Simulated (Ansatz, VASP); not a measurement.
## RbBr: VASP beside Ansatz

```xyz
2
Lattice="0.0000 3.3366 3.3366 3.3366 0.0000 3.3366 3.3366 3.3366 0.0000" Properties=species:S:1:pos:R:3 pbc="T T T"
Rb    0.0000    0.0000    0.0000
Br    3.3366    3.3366    3.3366
```

Alike in both runs: task single point; functional PBE; k mesh 6 × 6 × 6; occupations gaussian, width 0.02 eV; no spin polarisation.

```csv
,VASP,Ansatz
version,VASP 6.6.1,Ansatz 0.2.0
potentials or method,"VASP PAW PBE potentials, release 64 (Rb_sv, Br), cutoff 520 eV","scalar-relativistic, plane waves, PAW"
valence electrons in the cell,16,16
```

|  | VASP | Ansatz | Ansatz less VASP |
| --- | --- | --- | --- |
| gap on the k mesh at the Fermi level (eV) | 4.58 | 4.58 | +0.004 |
| least direct gap on the mesh (eV) | 4.58 | 4.58 | +0.004 |
| pressure (GPa) | 2.6 | 2.6 | -0.04 |

With one functional, cell and mesh, what is left measures potentials, basis and numerics.
